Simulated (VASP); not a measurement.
Input of a VASP 6.6.1 run:

File INCAR:

```
SYSTEM = BiTe
PREC = Accurate
ENCUT = 520
EDIFF = 1E-7
ISMEAR = 0
SIGMA = 0.05
LREAL = .FALSE.
LASPH = .TRUE.
NELM = 100
ALGO = Normal
ISIF = 2
LWAVE = .FALSE.
LCHARG = .FALSE.
GGA = PS
NBANDS = 18
```

KPOINTS

```
regular mesh
0
G
  8 8 8
  0 0 0
```

POSCAR

```
BiTe
1.0
    0.0000000000      3.1730738497      3.1730738497
    3.1730738497      0.0000000000      3.1730738497
    3.1730738497      3.1730738497      0.0000000000
Bi Te
1 1
Direct
    0.5000000000      0.5000000000      0.5000000000
    0.0000000000      0.0000000000      0.0000000000
```

Potentials or basis: VASP PAW PBE potentials, release 64 (Bi_d, Te).

Run with:

```sh
$ cat potpaw_PBE.64/Bi_d/POTCAR potpaw_PBE.64/Te/POTCAR > POTCAR
$ mpirun -np 1 vasp_std > vasp.out
```

Question: What does it give for the pressure?

Answer: 1.2 GPa.

Question: Estimate the band gap on the k mesh.

Answer: Zero (an odd number of electrons rules out a gap without spin polarisation).

Caveat: the PAW data sets were made with another functional, which shifts forces and pressure a little; spin-orbit coupling is left out, which moves the levels of the heavy elements.
